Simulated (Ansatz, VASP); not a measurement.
## Sr: VASP beside Ansatz

```
CELL_PARAMETERS angstrom
0.00000 2.88553 2.88553
2.88553 0.00000 2.88553
2.88553 2.88553 0.00000
ATOMIC_POSITIONS crystal
Sr 0.00000 0.00000 0.00000
```

Alike in both runs: task single point; functional PBEsol; k mesh 15 × 15 × 15; occupations fermi-dirac, width 0.1 eV; no spin polarisation.

|  | VASP | Ansatz |
| --- | --- | --- |
| version | VASP 6.6.1 | Ansatz 0.2.0 |
| potentials or method | VASP PAW PBE potentials, release 64 (Sr_sv), cutoff 520 eV | plane waves (420 eV) with PAW, scalar-relativistic |
| valence electrons in the cell | 10 | 10 |

```csv
,VASP,Ansatz,Ansatz less VASP
pressure (GPa),1.2,1.2,-0.02
```

VASP's potentials were made for PBE, not for PBEsol, and Ansatz warns of the same on its side.
